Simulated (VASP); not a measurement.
# Mo6C in VASP: further runs, part 2 of 3

VASP 6.6.1. Earlier steps stand in the parts before.

### 3 Single point, PBE

INCAR

```
ALGO     = Normal         # electronic algorithm
DIPOL    = 0.5 0.5 0.331
EDIFF    = 1E-6           # SCF threshold, eV
ENCUT    = 520            # plane-wave cutoff, eV
GGA      = PE             # functional
IDIPOL   = 3            
ISIF     = 2              # what is computed and relaxed
ISMEAR   = 0              # smearing method
LASPH    = True           # aspherical terms in the spheres
LCHARG   = True           # write CHGCAR
LDIPOL   = True         
LELF     = True           # ELF
LREAL    = False          # projectors in reciprocal space
LVACPOTAV= True         
LVHAR    = True         
LWAVE    = False          # write WAVECAR
NBANDS   = 53             # bands
NELM     = 80             # most SCF steps
PREC     = Accurate       # precision mode
SIGMA    = 0.1            # smearing width, eV
```

KPOINTS

```
k-points
0
Gamma
  6 6 1
```

POSCAR

```
Mo6C
1.0
    4.4695765307      0.0000000000      0.0000000000
   -2.2347882654      3.8707668198      0.0000000000
    0.0000000000      0.0000000000     19.7595667302
Mo C
6 1
Direct
    0.6666666667      0.3333333333      0.2024335885
    0.3333333333      0.6666666666      0.2486060831
    0.0000000000      0.0000000000      0.2947785778
    0.6666666667      0.3333333333      0.3368821123
    0.3333333333      0.6666666666      0.3779725567
    0.0000000000      0.0000000000      0.4180034331
    0.4444444444      0.2222222222      0.4410302538
```

Potentials or basis: VASP PAW PBE potentials, release 64 (Mo_sv, C).

On the command line:

```console
$ cat potpaw_PBE.64/Mo_sv/POTCAR potpaw_PBE.64/C/POTCAR > POTCAR
$ mpirun -np 1 vasp_std > vasp.out
```

OUTCAR:

```text
EDIFF = 1E-6
   ENCUT = 520
   GGA = PE
   ISIF = 2
   ISMEAR = 0
   LASPH = True
   LREAL = False
   NELM = 80
   PREC = Accurate

 ion  position               nearest neighbor table
   1  0.667  0.333  0.202-   4 2.66   2 2.74   2 2.74   2 2.74   3 3.16   3 3.16   3 3.16
   2  0.333  0.667  0.249-   5 2.56   1 2.74   1 2.74   1 2.74   3 2.74   3 2.74   3 2.74   4 3.11
                             4 3.11   4 3.11
   3  0.000  0.000  0.295-   6 2.43   4 2.71   4 2.71   4 2.71   2 2.74   2 2.74   2 2.74   5 3.06
                             5 3.06   5 3.06   1 3.16   1 3.16   1 3.16
   4  0.667  0.333  0.337-   7 2.23   1 2.66   5 2.71   5 2.71   5 2.71   3 2.71   3 2.71   3 2.71
                             6 3.04   6 3.04   6 3.04   2 3.11   2 3.11   2 3.11
   5  0.333  0.667  0.378-   2 2.56   7 2.59   7 2.59   6 2.70   6 2.70   6 2.70   4 2.71   4 2.71
                             4 2.71   3 3.06   3 3.06   3 3.06
   6  0.000  0.000  0.418-   7 1.78   3 2.43   5 2.70   5 2.70   5 2.70   4 3.04   4 3.04   4 3.04

   7  0.444  0.222  0.441-   6 1.78   4 2.23   5 2.59   5 2.59

  LATTYP: Found a hexagonal cell.
 ALAT       =     4.4695765307
 C/A-ratio  =     4.4209035452

  Lattice vectors:

 A1 = (   4.4695765307,   0.0000000000,   0.0000000000)
 A2 = (  -2.2347882654,   3.8707668198,   0.0000000000)
 A3 = (   0.0000000000,   0.0000000000,  19.7595667302)

Analysis of symmetry for initial positions (statically):
=====================================================================
 Subroutine PRICEL returns:
 Original cell was already a primitive cell.

 Routine SETGRP: Setting up the symmetry group for a
 hexagonal supercell.

 Subroutine GETGRP returns: Found  2 space group operations
 (whereof  2 operations were pure point group operations)
 out of a pool of 24 trial point group operations.

The static configuration has the point symmetry C_1h.

Analysis of symmetry for dynamics (positions and initial velocities):
=====================================================================
 Subroutine PRICEL returns:
 Original cell was already a primitive cell.

 Routine SETGRP: Setting up the symmetry group for a
[... 135 lines left out ...]
 non-spin polarized calculation
 Gauss-broadening in eV      SIGMA  =   0.10
  energy-cutoff  :      520.00
  volume of cell :      341.85
 maximum number of plane-waves:      9223
 NGX is ok and might be reduce to    36
   NGX = 17   NGY = 17   NGZ = 73

 dipolmoment           0.000000      0.000000     -0.035862 electrons x Angstroem

 number of electron      88.0000007 magnetization

 dipolmoment           0.000000      0.000000      0.090511 electrons x Angstroem

 Free energy of the ion-electron system (eV)
  ---------------------------------------------------
  ext. energy  EPLUGINS =         0.00000000
  ---------------------------------------------------
  free energy    TOTEN  =       -66.76328819 eV

  energy without entropy =      -66.74064599  energy(sigma->0) =      -66.75196709

 E-fermi :   0.7353     XC(G=0):  -4.9712

 val. band max:        0.7270113717   @ k =   0.0000   0.5000   0.0000
 cond. band min:       0.8466369816   @ k =   0.1667   0.1667   0.0000
 fundamental gap:      0.1196256099
 Fermi energy:         0.7352624164

 k-point     1 :       0.0000    0.0000    0.0000
  band No.  band energies     occupation
      1     -60.5617      2.00000
      2     -60.3338      2.00000
      3     -60.2648      2.00000
      4     -60.1547      2.00000
      5     -60.0587      2.00000
      6     -59.9343      2.00000
[... 717 lines left out ...]
     52       2.3253      0.00000
     53       2.6426      0.00000

------------------------ aborting loop because EDIFF is reached ----------------------------------------

  FORCE on cell =-STRESS in cart. coord.  units (eV):
  Direction    XX          YY          ZZ          XY          YZ          ZX
  --------------------------------------------------------------------------------------
  -------------------------------------------------------------------------------------
  Total        1.4425161     -3.6686868      0.8187208      4.4264315      0.8856944      1.5340707
  in kB        6.7606810    -17.1941381      3.8371220     20.7454818      4.1510089      7.1897726
  external PRESSURE =      -2.1987784 kB  Pullay stress =       0.0000000 kB

 VOLUME and BASIS-vectors are now :
 -----------------------------------------------------------------------------
  energy-cutoff  :      520.00
  volume of cell :      341.85
      direct lattice vectors                 reciprocal lattice vectors
     4.469576531  0.000000000  0.000000000     0.223734842  0.129173371  0.000000000
    -2.234788265  3.870766820  0.000000000     0.000000000  0.258346743  0.000000000
     0.000000000  0.000000000 19.759566730     0.000000000  0.000000000  0.050608397

 POSITION                                       TOTAL-FORCE (eV/Angst)
 -----------------------------------------------------------------------------------
      2.23479      1.29026      4.00000         0.074732      0.043146      1.724603
     -0.00000      2.58051      4.91235         0.138899      0.080193     -0.563418
      0.00000      0.00000      5.82470        -0.323125     -0.186556     -2.637388
      2.23479      1.29026      6.65664         0.127096      0.073379     -0.420975
     -0.00000      2.58051      7.46857        -0.460059     -0.265615      0.993428
      0.00000      0.00000      8.25957        -2.569753     -1.483648      0.894747
      1.48986      0.86017      8.71457         3.012210      1.739100      0.009002
 -----------------------------------------------------------------------------------
    total drift:                               -0.000052     -0.000028      0.000137

  FREE ENERGIE OF THE ION-ELECTRON SYSTEM (eV)
  ---------------------------------------------------
  free  energy   TOTEN  =       -66.7632881870 eV

  energy  without entropy=      -66.7406459863  energy(sigma->0) =      -66.75196709

 vacuum level on the upper side and lower side of the slab         5.342         4.395
```

OSZICAR:

```text
N       E                     dE             d eps       ncg     rms          rms(c)
DAV:   1     0.872052547000E+03    0.87205E+03   -0.54862E+04  1834   0.146E+03
DAV:   2    -0.345808245144E+02   -0.90663E+03   -0.88702E+03  1590   0.426E+02
DAV:   3    -0.731062350105E+02   -0.38525E+02   -0.37617E+02  1787   0.740E+01
[... 22 lines left out ...]
DAV:  26    -0.667632313719E+02   -0.37792E-04   -0.47233E-06  1212   0.948E-03    0.295E-03
DAV:  27    -0.667632706781E+02   -0.39306E-04   -0.24495E-06  1149   0.320E-03    0.180E-03
DAV:  28    -0.667632829705E+02   -0.12292E-04   -0.72910E-07  1039   0.243E-03    0.132E-03
DAV:  29    -0.667632876151E+02   -0.46447E-05   -0.48868E-07   979   0.194E-03    0.499E-04
DAV:  30    -0.667632881870E+02   -0.57185E-06   -0.97541E-08   909   0.963E-04
   1 F= -.66763288E+02 E0= -.66751967E+02  d E =-.226422E-01
```

It took 6.1 min on 1 thread of Intel Xeon 6975P-C (Granite Rapids), shared host; peak memory 0.52 GiB.

Results:

* Free energy: -66.7633 eV
* Largest force: 3.478 eV/Å

Forces on the atoms (eV/Å):
```
Mo   0.075  0.043  1.725
Mo   0.139  0.080 -0.563
Mo  -0.323 -0.187 -2.637
Mo   0.127  0.073 -0.421
Mo  -0.460 -0.266  0.993
Mo  -2.570 -1.484  0.895
C    3.012  1.739  0.009
```

Levels at points of the mesh, in eV from the Fermi level:
| k point | band 42 | band 43 | band 44 | band 45 | band 46 | band 47 |
| --- | --- | --- | --- | --- | --- | --- |
| (0.00, 0.00, 0.00) | -1.26 | -0.91 | -0.28 | 0.64 | 0.94 | 0.98 |
| (0.50, 0.00, 0.00) | -0.99 | -0.41 | -0.02 | 0.16 | 0.51 | 0.74 |
| (0.00, 0.50, 0.00) | -0.84 | -0.25 | -0.15 | -0.01 | 0.49 | 0.69 |

### 4 Single point, PBE

INCAR

```
  ALGO = Normal
  DIPOL = 0.5 0.5 0.334
  EDIFF = 1E-7
  ENCUT = 520
  GGA = PE
  IDIPOL = 3
  ISIF = 2
  ISMEAR = 0
  LASPH = True
  LCHARG = False
  LDIPOL = True
  LREAL = False
  LWAVE = False
  NBANDS = 53
  NELM = 100
  PREC = Accurate
  SIGMA = 0.1
```

KPOINTS is that of step 3.

POSCAR

```
Mo6C
1.0
    4.4695765307      0.0000000000      0.0000000000
   -2.2347882654      3.8707668198      0.0000000000
    0.0000000000      0.0000000000     19.7595667302
Mo C
6 1
Direct
    0.6666666667      0.3333333333      0.2024335885
    0.3333333334      0.6666666667      0.2486060831
    0.0000000000      0.0000000000      0.2947785778
    0.6666666667      0.3333333333      0.3368821123
    0.3333333334      0.6666666667      0.3779725567
    0.0000000000      0.0000000000      0.4180034331
    0.4444444444      0.8888888889      0.4608068152
```

On the command line:

```console
$ cat potpaw_PBE.64/Mo_sv/POTCAR potpaw_PBE.64/C/POTCAR > POTCAR
$ mpirun -np 1 vasp_std > vasp.out
```

It took 6.1 min on 1 thread of Intel Xeon 6975P-C (Granite Rapids), shared host; peak memory 0.53 GiB.

Results (log left out):

| Item | Value |
| --- | --- |
| Free energy | -66.3730 eV |
| Largest force | 2.899 eV/Å |
| Band gap on the k mesh | zero (bands 44 and 45 overlap by 0.29 eV) |

Forces on the atoms (eV/Å):
```
Mo   0.000 -0.282  2.137
Mo   0.000  0.229 -1.862
Mo   0.000 -0.303 -1.272
Mo   0.000  0.531 -0.949
Mo   0.000 -1.515 -0.911
Mo   0.000 -0.701  2.813
C    0.000  2.042  0.044
```

Levels at points of the mesh, in eV from the Fermi level:
```tsv
k point	band 41	band 42	band 43	band 44	band 45	band 46	band 47	band 48
(0.00, 0.00, 0.00)	-1.18	-1.18	-0.71	-0.41	-0.21	1.03	1.23	1.24
(0.50, 0.00, 0.00)	-0.96	-0.82	-0.26	-0.09	0.13	0.63	0.81	1.35
(0.00, 0.50, 0.00)	-0.86	-0.77	-0.29	0.03	0.23	0.37	0.82	1.39
```

### 5 Single point, PBE

INCAR

```
SYSTEM = Mo6C
PREC = Accurate
ENCUT = 520
EDIFF = 1E-7
ISMEAR = 0
SIGMA = 0.1
LREAL = .FALSE.
LASPH = .TRUE.
NELM = 80
ALGO = Normal
ISIF = 2
LWAVE = .FALSE.
LCHARG = .TRUE.
LDIPOL = .TRUE.
IDIPOL = 3
DIPOL = 0.5 0.5 0.331
GGA = PE
LELF = .TRUE.
LVHAR = .TRUE.
LVACPOTAV = .TRUE.
NBANDS = 53
```

KPOINTS

```
regular mesh
0
G
  6 6 1
  0 0 0
```

POSCAR

```
Mo6C
1.0
    4.4695765307      0.0000000000      0.0000000000
   -2.2347882654      3.8707668198      0.0000000000
    0.0000000000      0.0000000000     19.7595667302
Mo C
6 1
Direct
    0.6666666667      0.3333333333      0.2024335885
    0.3333333333      0.6666666666      0.2486060831
    0.0000000000      0.0000000000      0.2947785778
    0.6666666667      0.3333333333      0.3368821123
    0.3333333333      0.6666666666      0.3779725567
    0.0000000000      0.0000000000      0.4180034331
    0.8888888889      0.4444444444      0.4349832811
```

On the command line:

```console
$ cat potpaw_PBE.64/Mo_sv/POTCAR potpaw_PBE.64/C/POTCAR > POTCAR
$ mpirun -np 1 vasp_std > vasp.out
```

Run time: 6.6 min. Hardware: 1 thread of Intel Xeon 6975P-C (Granite Rapids), shared host; peak memory 0.53 GiB.

It converged, with:

| Quantity | Value |
| --- | --- |
| Free energy | -67.5279 eV |
| Largest force | 1.750 eV/Å |
| Band gap on the k mesh | zero (bands 44 and 45 overlap by 0.07 eV) |

Forces in eV/Å, atoms in the order of the input:
```
Mo   0.072  0.042  1.397
Mo  -0.168 -0.097 -0.701
Mo   0.179  0.104 -1.701
Mo  -0.555 -0.321 -0.506
Mo   0.983  0.567  0.086
Mo  -0.926 -0.535  1.385
C    0.415  0.240  0.041
```

Levels at points of the mesh, in eV from the Fermi level:
```csv
k point,band 41,band 42,band 43,band 44,band 45,band 46,band 47,band 48
"(0.00, 0.00, 0.00)",-1.30,-1.15,-0.74,-0.65,-0.01,0.68,1.15,1.17
"(0.50, 0.00, 0.00)",-1.38,-0.95,-0.43,-0.09,0.00,0.01,0.42,1.25
"(0.00, 0.50, 0.00)",-1.15,-0.85,-0.16,-0.09,0.38,0.45,0.93,1.14
```

(Part 2 of 3 ends here.)
